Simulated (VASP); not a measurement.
A run of VASP 6.6.1 is set up as follows.

Contents of INCAR:

```
SYSTEM = CoO
  PREC = Accurate
  ENCUT = 520
  EDIFF = 1E-6
  ISMEAR = -1
  SIGMA = 0.05
  LREAL = .FALSE.
  LASPH = .TRUE.
  NELM = 150
  ALGO = Normal
  ISIF = 2
  LWAVE = .FALSE.
  LCHARG = .FALSE.
  ISPIN = 2
  MAGMOM = 2 2 0 0
  LORBIT = 11
  LMAXMIX = 4
  GGA = PS
  NBANDS = 27
```

File KPOINTS:

```
Automatic mesh
0
G
  10 10 5
  0 0 0
```

POSCAR

```
CoO
1.0
    3.1761843872      0.0000000000      0.0000000000
   -1.5880921936      2.7506563664      0.0000000000
    0.0000000000      0.0000000000      5.1936166411
Co O
2 2
Direct
    0.3333333333      0.6666666667      0.5033624100
    0.0000000000      0.0000000000      0.0034741400
    0.3333333333      0.6666666667      0.8715556000
    0.0000000000      0.0000000000      0.3716088500
```

Potentials or basis: VASP PAW PBE potentials, release 64 (Co, O).

Launch:

```sh
$ cat potpaw_PBE.64/Co/POTCAR potpaw_PBE.64/O/POTCAR > POTCAR
$ mpirun -np 1 vasp_std > vasp.out
```

**Question.** Predict the site moments.

**Answer.** Co +2.43; O +0.31 μB.

**Question.** What does it give for the pressure?

**Answer.** -5.3 GPa.

Forces in eV/Å, atoms in the order of the input:
```
Co   0.000  0.000 -0.283
Co   0.000  0.000 -0.289
O    0.000  0.000  0.286
O    0.000  0.000  0.286
```

Caveat: the PAW data sets were made with another functional, which shifts forces and pressure a little.
